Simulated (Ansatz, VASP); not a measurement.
**ScIn3Rh in VASP and in Ansatz**

```xyz
5
Lattice="5.0616 0.0000 0.0000 0.0000 5.0616 0.0000 0.0000 0.0000 5.0616" Properties=species:S:1:pos:R:3 pbc="T T T"
Sc    0.0000    0.0000    0.0000
In    2.5308    2.5308    0.0000
In    0.0000    2.5308    2.5308
In    2.5308    0.0000    2.5308
Rh    2.5308    2.5308    2.5308
```

Change from the starting cell: species swapped into the KNiF3 type (Pm-3m, No. 221).

Alike in both runs: functional PBE; k mesh 8 × 8 × 8; occupations gaussian, width 0.1 eV; no spin polarisation.

Ansatz relaxed the structure, and its values are those at the end. VASP's run is a single point on that final structure, the one shown.

```csv
,VASP,Ansatz
version,VASP 6.6.1,Ansatz 0.2.0
potentials or method,"VASP PAW PBE potentials, release 64 (Sc_sv, In_d, Rh_pv), cutoff 500 eV","scalar-relativistic, plane waves, PAW"
valence electrons in the cell,65,67
```

|  | VASP | Ansatz | Ansatz less VASP |
| --- | --- | --- | --- |
| gap on the k mesh at the Fermi level (eV) | none | none | - |
| pressure (GPa) | 0.0 | 0.0 | -0.05 |

A gap of «none» marks a metal or a gap that the smearing closes. VASP's potentials hold 65 valence electrons a cell and Ansatz's 67, so a difference there can come from the potentials and not from the codes.
